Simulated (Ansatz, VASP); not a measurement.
**One calculation of Gd, two programs**

File INCAR:

```
PREC = Accurate ; ENCUT = 600
EDIFF = 1E-7 ; ISMEAR = -1
SIGMA = 0.05 ; LREAL = False
LASPH = True ; NELM = 150
ALGO = Normal ; ISIF = 3
LWAVE = False ; LCHARG = False
ISPIN = 2 ; MAGMOM = 7 7
LORBIT = 11 ; LMAXMIX = 6
GGA = PE ; IBRION = 2
NSW = 100 ; EDIFFG = -0.005
```

File KPOINTS:

```
regular mesh
0
Gamma
  10 10 6
```

File POSCAR:

```
Gd
1.0
    3.7304835253      0.0000000000      0.0000000000
   -1.8652417626      3.2306935013      0.0000000000
    0.0000000000      0.0000000000      5.9328641456
Gd
2
Direct
    0.3333333333      0.6666666667      0.2500000000
    0.6666666667      0.3333333333      0.7500000000
```

Input for Ansatz:

```yaml
crystal:
  lattice:
    - [3.7304835253, 0.0, 0.0]
    - [-1.8652417626, 3.2306935013, 0.0]
    - [0.0, 0.0, 5.9328641456]
  atoms:
    - { symbol: Gd, position: [0.3333333333, 0.6666666667, 0.25], spin: 7.0 }
    - { symbol: Gd, position: [0.6666666667, 0.3333333333, 0.75], spin: 7.0 }
magnetization:
  spin_polarized: true
kpoints:
  mp_grid: { grid: [10, 10, 6] }
scf:
  occupations: { method: fermi_dirac, width: 0.05 }
hamiltonian:
  xc: pbe
  pseudopotentials: { kind: paw }
output:
  forces: true
  stress: true
  efg: { contact_densities: true }
relax:
  f_tol: 0.005
  max_steps: 80
  cell: {}
```

Alike in both runs: task relaxation of cell and atoms; functional PBE; k mesh 10 × 10 × 6; occupations fermi-dirac, width 0.05 eV; collinear spin.

|  | VASP | Ansatz |
| --- | --- | --- |
| version | VASP 6.6.1 | Ansatz 0.2.0 |
| potentials or method | VASP PAW PBE potentials, release 64 (Gd) | PAW with Ansatz's default frozen-core files, scalar-relativistic |
| plane-wave cutoff (eV) | 600 | 420 |
| valence electrons in the cell | 36 | 36 |

Ansatz gave:

| Property | Result |
| --- | --- |
| net moment per atom (μB) | 7.67 |
| size of the moment on the site where the two differ most (μB) | 7.37 |
| relaxed volume (Å³/atom) | 33.60 |
| relaxed cell length with the largest relative difference (Å) | 5.832 |

Question: Estimate VASP's values.

Answer: net moment per atom (μB): 7.67; size of the moment on the site where the two differ most (μB): 7.00; relaxed volume (Å³/atom): 33.59; relaxed cell length with the largest relative difference (Å): 5.829.

Site moments also hang on the region over which each program counts them.

Neither program's run includes spin-orbit coupling.
